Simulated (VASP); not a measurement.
# Sb in VASP: further runs

Runs on Sb. Level: PBE+D3(BJ). Tasks: single point.

All numbers are computed with VASP 6.6.1; they aren't measurements. Logs are shortened: lines on timing, memory, paths and dates and some standing lists are left out, and cuts for length are marked.

## (1) The cell of the first run

The cell holds a slab with vacuum, 4 atoms: a = 4.069 Å, b = 4.069 Å, c = 20.800 Å, α = 90.00°, β = 90.00°, γ = 120.00°.

## (2) Single point, PBE+D3(BJ)

INCAR reads:

```
PREC = Accurate
ENCUT = 520
EDIFF = 1E-7
ISMEAR = 0
SIGMA = 0.05
LREAL = F
LASPH = T
NELM = 80
ALGO = Normal
ISIF = 2
LWAVE = F
LCHARG = T
LDIPOL = T
IDIPOL = 3
DIPOL = 0.5 0.5 0.374
GGA = PE
IVDW = 12
LELF = T
LVHAR = T
LVACPOTAV = T
NBANDS = 18
```

KPOINTS reads:

```
Automatic mesh
0
Gamma
  9 9 1
```

POSCAR reads:

```
Sb
1.0
    4.0686848921      0.0000000000      0.0000000000
   -2.0343424461      3.5235844766      0.0000000000
    0.0000000000      0.0000000000     20.8000277116
Sb
4
Direct
    0.3333333334      0.6666666667      0.2957731242
    0.6666666667      0.3333333333      0.2163458656
    0.2222222222      1.4444444444      0.5315500849
    0.5555555556      1.1111111111      0.4521276852
```

Potentials or basis: VASP PAW PBE potentials, release 64 (Sb).

On the command line:

```sh
cat potpaw_PBE.64/Sb/POTCAR > POTCAR
mpirun -np 1 vasp_std > vasp.out
```

OUTCAR:

```text
PREC = Accurate
   ENCUT = 520
   EDIFF = 1E-7
   ISMEAR = 0
   LREAL = F
   LASPH = T
   NELM = 80
   ISIF = 2
   GGA = PE
   IVDW = 12
 IVDW          = 12

 ion  position               nearest neighbor table
   1  0.333  0.667  0.296-   2 2.87   2 2.87   2 2.87   4 3.61
   2  0.667  0.333  0.216-   1 2.87   1 2.87   1 2.87
   3  0.222  0.444  0.532-   4 2.87   4 2.87   4 2.87
   4  0.556  0.111  0.452-   3 2.87   3 2.87   3 2.87   1 3.61

  LATTYP: Found a hexagonal cell.
 ALAT       =     4.0686848921
 C/A-ratio  =     5.1122237930

  Lattice vectors:

 A1 = (   4.0686848921,   0.0000000000,   0.0000000000)
 A2 = (  -2.0343424461,   3.5235844766,   0.0000000000)
 A3 = (   0.0000000000,   0.0000000000,  20.8000277116)

Analysis of symmetry for initial positions (statically):
=====================================================================
 Subroutine PRICEL returns:
 Original cell was already a primitive cell.

 Routine SETGRP: Setting up the symmetry group for a
 hexagonal supercell.

 Subroutine GETGRP returns: Found  4 space group operations
 (whereof  2 operations were pure point group operations)
 out of a pool of 24 trial point group operations.

The static configuration has the point symmetry C_1h.
 The point group associated with its full space group is C_2h.

Analysis of symmetry for dynamics (positions and initial velocities):
=====================================================================
 Subroutine PRICEL returns:
 Original cell was already a primitive cell.

 Routine SETGRP: Setting up the symmetry group for a
 hexagonal supercell.

 Subroutine GETGRP returns: Found  4 space group operations
 (whereof  2 operations were pure point group operations)
 out of a pool of 24 trial point group operations.

The dynamic configuration has the point symmetry C_1h.
 The point group associated with its full space group is C_2h.

 Subroutine INISYM returns: Found  4 space group operations
 (whereof  2 operations are pure point group operations),
 and found     1 'primitive' translations

----------------------------------------------------------------------------------------

                                     Primitive cell

  volume of cell :     298.1966

  direct lattice vectors                    reciprocal lattice vectors
     4.068684892  0.000000000  0.000000000     0.245779663  0.141900954  0.000000000
    -2.034342446  3.523584477  0.000000000     0.000000000  0.283801909  0.000000000
     0.000000000  0.000000000 20.800027712     0.000000000  0.000000000  0.048076859

  length of vectors
     4.068684892  4.068684892 20.800027712     0.283801909  0.283801909  0.048076859

  position of ions in fractional coordinates (direct lattice)
     0.333333333  0.666666667  0.295773124
     0.666666667  0.333333333  0.216345866
     0.222222222  0.444444444  0.531550085
     0.555555556  0.111111111  0.452127685

  ion indices of the primitive-cell ions
   primitive index   ion index
                 1           1
                 2           2
                 3           3
                 4           4

----------------------------------------------------------------------------------------

 KPOINTS: Automatic mesh

Automatic generation of k-mesh.
 Grid dimensions read from file:
 generate k-points for:    9    9    1

 Generating k-lattice:

  Cartesian coordinates                     Fractional coordinates (reciprocal lattice)
     0.027308851  0.015766773  0.000000000     0.111111111 -0.000000000  0.000000000
     0.000000000  0.031533545  0.000000000     0.000000000  0.111111111  0.000000000
     0.000000000  0.000000000  0.048076859     0.000000000  0.000000000  1.000000000

  Length of vectors
     0.031533545  0.031533545  0.048076859

  Shift w.r.t. Gamma in fractional coordinates (k-lattice)
     0.000000000  0.000000000  0.000000000

 Subroutine IBZKPT returns following result:
 ===========================================

 Found     25 irreducible k-points:

 Following reciprocal coordinates:
            Coordinates               Weight
  0.000000  0.000000  0.000000      1.000000
  0.111111 -0.000000  0.000000      4.000000
  0.000000  0.111111  0.000000      2.000000
  0.222222 -0.000000  0.000000      4.000000
  0.000000  0.222222  0.000000      2.000000
  0.333333 -0.000000  0.000000      4.000000
[... 16 lines left out ...]
 -0.222222 -0.444444  0.000000      4.000000
  0.444444  0.333333  0.000000      4.000000
   k-points           NKPTS =     25   k-points in BZ     NKDIM =     25   number of bands    NBANDS=     18
   number of dos      NEDOS =    301   number of ions     NIONS =      4
   total plane-waves  NPLWV = 144000
   dimension x,y,z NGX =    30 NGY =   30 NGZ =  160
   dimension x,y,z NGXF=    60 NGYF=   60 NGZF=  320
   ions per type =               4
   NGX,Y,Z   is equivalent  to a cutoff of  12.26, 12.26, 12.79 a.u.
   NGXF,Y,Z  is equivalent  to a cutoff of  24.52, 24.52, 25.58 a.u.
 SYSTEM =  unknown system
   PREC   = accura    normal or accurate (medium, high low for compatibility)
   ISTART =      0    job   : 0-new  1-cont  2-samecut
   ICHARG =      2    charge: 1-file 2-atom 10-const
   ISPIN  =      1    spin polarized calculation?
   LNONCOLLINEAR =      F non collinear calculations
   LSORBIT =      F    spin-orbit coupling
   LASPH  =      T    aspherical Exc in radial PAW
   ENCUT  =  520.0 eV  38.22 Ry    6.18 a.u.   7.57  7.57 38.67*2*pi/ulx,y,z
   NELM   =     80;   NELMIN=  2; NELMDL= -5     # of ELM steps
   EDIFF  = 0.1E-06   stopping-criterion for ELM
   LREAL  =      F    real-space projection
   EDIFFG = 0.1E-05   stopping-criterion for IOM
   NSW    =      0    number of steps for IOM
   IBRION =     -1    ionic relax: 0-MD 1-quasi-New 2-CG
   NFREE  =      0    steps in history (QN), initial steepest desc. (CG)
   ISIF   =      2    stress and relaxation
   ISYM   =      2    0-nonsym 1-usesym 2-fastsym
   POTIM  = 0.5000    time-step for ionic-motion
   TEBEG  =    0.0;   TEEND  =   0.0 temperature during run
   PSTRESS=    0.0 pullay stress
   NELECT =      20.0000    total number of electrons
   NUPDOWN=      -1.0000    fix difference up-down
   EMIN   =  10.00;   EMAX   =-10.00  energy-range for DOS
   EFERMI =   0.00;   METHOD = LEGACY
   ISMEAR =     0;   SIGMA  =   0.05  broadening in eV -4-tet -1-fermi 0-gaus
   EFERMI_NEDOS =   21; number of points for ismear=-14 and -15
   IALGO  =     38    algorithm
   IMIX   =      4    mixing-type and parameters
     AMIX     =   0.40;   BMIX     =  1.00
     AMIX_MAG =   1.60;   BMIX_MAG =  1.00
  volume/ion in A,a.u.               =      74.55       503.08
  Fermi-wavevector in a.u.,A,eV,Ry     =   0.665146  1.256945  6.019487  0.442420
  Thomas-Fermi vector in A             =   1.739052
   LORBIT       =      0    0 simple, 1 ext, 2 COOP (PROOUT), +10 PAW based schemes
   GGA     = PE    functional components
   LHFCALC =     F    Hartree Fock is set to
   AEXX    =    0.0000 exact exchange contribution
   IVDW    =    12    specifies the selected vdW correction
   LEPSILON=     F    determine dielectric tensor
   LRPA    =     F    only Hartree local field effects (RPA)
 non-spin polarized calculation
 Gauss-broadening in eV      SIGMA  =   0.05
  energy-cutoff  :      520.00
  volume of cell :      298.20
 maximum number of plane-waves:      8073
   NGX = 15   NGY = 15   NGZ = 77

 dipolmoment           0.000000      0.000000      0.000056 electrons x Angstroem

 number of electron      20.0000000 magnetization

 dipolmoment           0.000000      0.000000     -0.000585 electrons x Angstroem

 Free energy of the ion-electron system (eV)
  ---------------------------------------------------
  ext. energy  EPLUGINS =         0.00000000
  ---------------------------------------------------
  free energy    TOTEN  =       -16.17355993 eV

  energy without entropy =      -16.17355993  energy(sigma->0) =      -16.17355993

 E-fermi :   0.4224     XC(G=0):  -4.6708

 val. band max:        0.1864603217   @ k =   0.1111  -0.0000   0.0000
 cond. band min:       0.6903140066   @ k =   0.3333  -0.0000   0.0000
 fundamental gap:      0.5038536849
 Fermi energy:         0.4223825924

 k-point     1 :       0.0000    0.0000    0.0000
  band No.  band energies     occupation
      1     -11.7333      2.00000
      2     -11.5548      2.00000
      3      -7.0760      2.00000
      4      -6.1884      2.00000
      5      -1.6326      2.00000
      6      -0.2102      2.00000
[... 10 lines left out ...]
     17       4.1156      0.00000
     18       4.3590      0.00000

 k-point     2 :       0.1111   -0.0000    0.0000
  band No.  band energies     occupation
      1     -11.5984      2.00000
      2     -11.4194      2.00000
      3      -7.0350      2.00000
      4      -6.2031      2.00000
      5      -1.7087      2.00000
      6      -1.3027      2.00000
[... 10 lines left out ...]
     17       4.2815      0.00000
     18       4.5183      0.00000

 k-point     3 :       0.0000    0.1111    0.0000
  band No.  band energies     occupation
      1     -11.5975      2.00000
      2     -11.4199      2.00000
      3      -7.0313      2.00000
      4      -6.2078      2.00000
      5      -1.7084      2.00000
      6      -1.3319      2.00000
[... 10 lines left out ...]
     17       4.2852      0.00000
     18       4.5135      0.00000

 k-point     4 :       0.2222   -0.0000    0.0000
  band No.  band energies     occupation
      1     -11.2017      2.00000
      2     -11.0212      2.00000
      3      -7.0052      2.00000
      4      -6.3796      2.00000
      5      -2.8951      2.00000
      6      -2.5284      2.00000
[... 375 lines left out ...]
      4      -8.0290      2.00000
      5      -3.6590      2.00000
      6      -3.4880      2.00000
[... 10 lines left out ...]
     17       5.6694      0.00000
     18       6.1491      0.00000

 k-point    23 :      -0.2222   -0.4444    0.0000
  band No.  band energies     occupation
      1      -9.4712      2.00000
      2      -9.3607      2.00000
      3      -8.2184      2.00000
      4      -7.9959      2.00000
      5      -3.5746      2.00000
      6      -3.5652      2.00000
[... 10 lines left out ...]
     17       5.7687      0.00000
     18       6.2253      0.00000

 k-point    24 :       0.4444    0.3333    0.0000
  band No.  band energies     occupation
      1      -9.5260      2.00000
      2      -9.3212      2.00000
      3      -8.1345      2.00000
      4      -8.0609      2.00000
      5      -3.6635      2.00000
      6      -3.5066      2.00000
[... 10 lines left out ...]
     17       5.6506      0.00000
     18       6.1002      0.00000

 [... further k-points ...]

------------------------ aborting loop because EDIFF is reached ----------------------------------------

 Edisp (eV)   -1.25177

 E8    (eV) :    -0.6020

  FORCE on cell =-STRESS in cart. coord.  units (eV):
  Direction    XX          YY          ZZ          XY          YZ          ZX
  --------------------------------------------------------------------------------------
  -------------------------------------------------------------------------------------
  Total       0.39739     0.21152     0.22633    -0.00000     0.67620    -0.00000
  in kB       2.13512     1.13646     1.21603    -0.00000     3.63313    -0.00000
  external pressure =        1.50 kB  Pullay stress =        0.00 kB

 VOLUME and BASIS-vectors are now :
 -----------------------------------------------------------------------------
  energy-cutoff  :      520.00
  volume of cell :      298.20
      direct lattice vectors                 reciprocal lattice vectors
     4.068684892  0.000000000  0.000000000     0.245779663  0.141900954  0.000000000
    -2.034342446  3.523584477  0.000000000     0.000000000  0.283801909  0.000000000
     0.000000000  0.000000000 20.800027712     0.000000000  0.000000000  0.048076859

 POSITION                                       TOTAL-FORCE (eV/Angst)
 -----------------------------------------------------------------------------------
      0.00000      2.34906      6.15209         0.000000     -0.085314      0.085763
      2.03434      1.17453      4.50000         0.000000     -0.061287     -0.080408
     -0.00000      1.56604     11.05626        -0.000000      0.061287      0.080408
      2.03434      0.39151      9.40427        -0.000000      0.085314     -0.085763
 -----------------------------------------------------------------------------------
    total drift:                               -0.000000      0.000161     -0.033058

  FREE ENERGIE OF THE ION-ELECTRON SYSTEM (eV)
  ---------------------------------------------------
  free  energy   TOTEN  =       -17.4253346812 eV

  energy  without entropy=      -17.4253346812  energy(sigma->0) =      -17.42533468

 vacuum level on the upper side and lower side of the slab         4.623         4.630
```

Run time: 2.4 min. Hardware: 1 thread of Intel Xeon Platinum 8559C (Emerald Rapids), shared host; peak memory 0.42 GiB.

What came out:

| Quantity | Value |
| --- | --- |
| Free energy | -17.4253 eV |
| Largest force | 0.121 eV/Å |
| Band gap on the k mesh | 0.50 eV, indirect (least direct gap 1.18 eV) |
| Dispersion energy per atom | -0.313 eV |

Forces on the atoms (eV/Å):
```
Sb   0.000 -0.085  0.086
Sb   0.000 -0.061 -0.080
Sb   0.000  0.061  0.080
Sb   0.000  0.085 -0.086
```

Levels at points of the mesh, in eV from the valence-band top:
```csv
k point,band 6,band 7,band 8,band 9,band 10,band 11,band 12,band 13,band 14,band 15
"(0.00, 0.00, 0.00)",-0.40,-0.34,-0.33,-0.33,-0.13,1.20,1.98,2.35,2.35,2.54
```

Caveat: spin-orbit coupling is left out, which moves the levels of the heavy elements.

## (3) Single point, PBE+D3(BJ)

INCAR reads:

```
PREC = Accurate ; ENCUT = 520
EDIFF = 1E-6 ; ISMEAR = 0
SIGMA = 0.05 ; LREAL = F
LASPH = T ; NELM = 100
ALGO = Normal ; ISIF = 2
LWAVE = F ; LCHARG = F
LDIPOL = T ; IDIPOL = 3
DIPOL = 0.5 0.5 0.373 ; GGA = PE
IVDW = 12 ; NBANDS = 18
```

KPOINTS reads:

```
regular mesh
0
Gamma
  9 9 1
```

POSCAR reads:

```
Sb
1.0
    4.0686848921      0.0000000000      0.0000000000
   -2.0343424461      3.5235844766      0.0000000000
    0.0000000000      0.0000000000     20.8000277116
Sb
4
Direct
    0.3333333333      0.6666666666      0.2955428527
    0.6666666667      0.3333333334      0.2163458656
    0.4444444444      1.2222222222      0.5295717271
    0.7777777778      0.8888888889      0.4503758197
```

Potentials or basis: VASP PAW PBE potentials, release 64 (Sb).

On the command line:

```sh
cat potpaw_PBE.64/Sb/POTCAR > POTCAR
mpirun -np 1 vasp_std > vasp.out
```

Wall time 2.2 min (1 thread of Intel Xeon Platinum 8559C (Emerald Rapids), shared host); peak memory 0.42 GiB.

Results (log left out):

| Item | Value |
| --- | --- |
| Free energy | -17.4104 eV |
| Largest force | 0.120 eV/Å |
| Band gap on the k mesh | 0.46 eV, indirect (least direct gap 1.26 eV) |
| Dispersion energy per atom | -0.315 eV |

Forces in eV/Å, atoms in the order of the input:
```
Sb  -0.069 -0.040  0.089
Sb  -0.055 -0.032 -0.081
Sb   0.055  0.032  0.081
Sb   0.069  0.040 -0.089
```

Levels at points of the mesh, in eV from the valence-band top:
```
           k point  band 7  band 8  band 9  band 10  band 11  band 12  band 13  band 14
(0.00, 0.00, 0.00)   -0.43   -0.35   -0.34    -0.14     1.15     1.91     2.28     2.37
```

Caveat: spin-orbit coupling is left out, which moves the levels of the heavy elements.
